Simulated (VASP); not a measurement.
A run of VASP 6.6.1 is set up as follows.

The input INCAR:

```
SYSTEM = BiS4
PREC = Accurate ; ENCUT = 520
EDIFF = 1E-6 ; ISMEAR = 0
SIGMA = 0.1 ; LREAL = .False.
LASPH = .True. ; NELM = 80
ALGO = Normal ; ISIF = 2
LWAVE = .False. ; LCHARG = .False.
GGA = PE ; NBANDS = 28
```

Contents of KPOINTS:

```
regular mesh
0
Gamma
  4 4 4
  0 0 0
```

File POSCAR:

```
BiS4
1.0
    6.3780720917      0.0000000000      0.0000000000
    0.0000000000      6.3780720917      0.0000000000
    0.0000000000      0.0000000000      4.0424634506
Bi S
1 4
Direct
    0.0000000000      0.0000000000      0.5000000000
    0.6591077552      0.0000000000      0.0000000000
    0.3408922448      0.0000000000      0.0000000000
    0.0000000000      0.6591077552      0.0000000000
    0.0000000000      0.3408922448      0.0000000000
```

Potentials or basis: VASP PAW PBE potentials, release 64 (Bi_d, S).

Run with:

```console
$ cat potpaw_PBE.64/Bi_d/POTCAR potpaw_PBE.64/S/POTCAR > POTCAR
$ mpirun -np 1 vasp_std > vasp.out
```

Predict the pressure.

-0.1 GPa.

Estimate the largest force.

0.127 eV/Å.

Estimate the band gap on the k mesh.

zero (an odd number of electrons rules out a gap without spin polarisation).

Forces on the atoms (eV/Å):
```
Bi   0.000  0.000  0.000
S   -0.127  0.000  0.000
S    0.127  0.000  0.000
S    0.000 -0.127  0.000
S    0.000  0.127  0.000
```

Caveat: the k points lie up to 0.39 Å⁻¹ apart, too coarse for converged energies and pressures of a metal; spin-orbit coupling is left out, which moves the levels of the heavy elements.
